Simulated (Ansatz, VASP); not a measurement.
## One calculation of TiAl2, two programs

File POSCAR:

```
TiAl2
1.0
    1.9795500000     -6.0472000000      0.0000000000
    1.9795500000      6.0472000000      0.0000000000
    0.0000000000      0.0000000000      4.0315000000
Ti Al
2 4
Direct
    0.6490000000      0.3510000000      0.0000000000
    0.3510000000      0.6490000000      0.0000000000
    0.0000000000      0.0000000000      0.0000000000
    0.8240000000      0.1760000000      0.5000000000
    0.1760000000      0.8240000000      0.5000000000
    0.5000000000      0.5000000000      0.5000000000
```

INCAR.step1

```
PREC     = Accurate       # precision mode
ENCUT    = 520            # plane-wave cutoff, eV
ISMEAR   = 1              # smearing method
SIGMA    = 0.01           # smearing width, eV
LREAL    = False          # projectors in reciprocal space
LASPH    = True           # aspherical terms in the spheres
NELM     = 100            # most SCF steps
NBANDS   = 27             # bands
GGA      = PE             # functional
ALGO     = Normal         # electronic algorithm
EDIFF    = 1E-4           # SCF threshold, eV
LWAVE    = True           # write WAVECAR
LCHARG   = False          # write CHGCAR
```

Contents of INCAR.step2:

```
PREC     = Accurate       # precision mode
ENCUT    = 520            # plane-wave cutoff, eV
EDIFF    = 1E-6           # SCF threshold, eV
ISMEAR   = 1              # smearing method
SIGMA    = 0.01           # smearing width, eV
LREAL    = False          # projectors in reciprocal space
LASPH    = True           # aspherical terms in the spheres
NELM     = 100            # most SCF steps
ALGO     = Normal         # electronic algorithm
ISIF     = 2              # what is computed and relaxed
LWAVE    = False          # write WAVECAR
LCHARG   = True           # write CHGCAR
METAGGA  = R2SCAN         # meta-GGA
LMIXTAU  = True         
LELF     = True           # ELF
LVHAR    = True         
NBANDS   = 27             # bands
ISTART   = 1
```

Contents of KPOINTS:

```
Automatic mesh
0
Gamma
  10 10 10
```

Input for Ansatz:

```yaml
crystal:
  lattice:
    - [1.97955, -6.0472, 0.0]
    - [1.97955, 6.0472, 0.0]
    - [0.0, 0.0, 4.0315]
  atoms:
    - { symbol: Ti, position: [0.649, 0.351, 0.0] }
    - { symbol: Ti, position: [0.351, 0.649, 0.0] }
    - { symbol: Al, position: [0.0, 0.0, 0.0] }
    - { symbol: Al, position: [0.824, 0.176, 0.5] }
    - { symbol: Al, position: [0.176, 0.824, 0.5] }
    - { symbol: Al, position: [0.5, 0.5, 0.5] }
basis:
  ecutwfc: 500
kpoints:
  mp_grid: { grid: [10, 10, 10] }
hamiltonian:
  xc: r2scan
scf:
  occupations: { method: cold, width: 0.01 }
output:
  forces: true
  stress: true
  eigenvalues: true
```

Alike in both runs: task single point; functional r2SCAN; k mesh 10 × 10 × 10; no spin polarisation.

|  | VASP | Ansatz |
| --- | --- | --- |
| version | VASP 6.6.1 | Ansatz 0.2.0 |
| potentials or method | VASP PAW PBE potentials, release 64 (Ti_sv, Al), cutoff 520 eV | scalar-relativistic, plane waves, PAW |
| occupations | methfessel-paxton of order 1, width 0.01 eV | cold, width 0.01 eV |
| valence electrons in the cell | 36 | 36 |

|  | VASP | Ansatz | Ansatz less VASP |
| --- | --- | --- | --- |
| gap on the k mesh at the Fermi level (eV) | none | none | - |
| pressure (GPa) | -1.8 | -1.8 | +0.01 |
| traceless stress, the component that is largest in VASP (GPa) | 1.69 | 1.67 | -0.013 |
| rms of the force components (eV/Å) | 0.331 | 0.329 | -0.0019 |

VASP's potentials were made for PBE, not for r2SCAN. Atom by atom the forces differ by 0.002 eV/Å (rms over components). A gap of «none» marks a metal or a gap that the smearing closes.
